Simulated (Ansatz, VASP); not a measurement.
Ge: VASP beside Ansatz

The input INCAR:

```
SYSTEM = Ge
ALGO     = Normal         ! electronic algorithm
EDIFF    = 1E-6           ! SCF threshold, eV
ENCUT    = 520            ! plane-wave cutoff, eV
GGA      = CA             ! functional
ISIF     = 2              ! what is computed and relaxed
ISMEAR   = 0              ! smearing method
LASPH    = .True.         ! aspherical terms in the spheres
LCHARG   = .False.        ! write CHGCAR
LREAL    = .False.        ! projectors in reciprocal space
LWAVE    = .False.        ! write WAVECAR
NBANDS   = 13             ! bands
NELM     = 60             ! most SCF steps
PREC     = Accurate       ! precision mode
SIGMA    = 0.15           ! smearing width, eV
```

The input KPOINTS:

```
k-points
0
Gamma
  20 20 20
  0 0 0
```

Contents of POSCAR:

```
Ge
1.0
   -0.0629508158      2.0983605250      2.0983605250
    2.0983605250     -0.0629508158      2.0983605250
    2.0354097092      2.0354097092      0.0000000000
Ge
1
Direct
    0.0000000000      0.0000000000      0.0000000000
```

Input for Ansatz:

```yaml
crystal:
  lattice:
    - [-0.0629508158, 2.098360525, 2.098360525]
    - [2.098360525, -0.0629508158, 2.098360525]
    - [2.0354097092, 2.0354097092, 0.0]
  atoms:
    - { symbol: Ge, position: [0.0, 0.0, 0.0] }
basis:
  ecutwfc: 420
kpoints:
  mp_grid: { grid: [20, 20, 20] }
hamiltonian:
  xc: lda
scf:
  occupations: { method: gaussian, width: 0.15 }
output:
  forces: true
  stress: true
  eigenvalues: true
```

Change from the starting cell: strain -0.0600 x Voigt [0, 0, 0, 0, 0, 1], atoms carried along.

Alike in both runs: task single point; functional LDA; k mesh 20 × 20 × 20; occupations gaussian, width 0.15 eV; no spin polarisation.

|  | VASP | Ansatz |
| --- | --- | --- |
| version | VASP 6.6.1 | Ansatz 0.2.0 |
| potentials or method | VASP PAW LDA potentials, release 64 (Ge_d), cutoff 520 eV | scalar-relativistic, plane waves, PAW |
| valence electrons in the cell | 14 | 14 |

Ansatz gave:

- gap on the k mesh at the Fermi level (eV): none
- pressure (GPa): -1.2
- traceless stress, the component that is largest in VASP (GPa): 1.08

Question: What did VASP give for the same quantities?

Answer: gap on the k mesh at the Fermi level (eV): none; pressure (GPa): -1.0; traceless stress, the component that is largest in VASP (GPa): 1.09.

LDA's correlation is that of Perdew and Zunger in VASP and of Perdew and Wang (1992) in Ansatz. A gap of «none» marks a metal or a gap that the smearing closes.
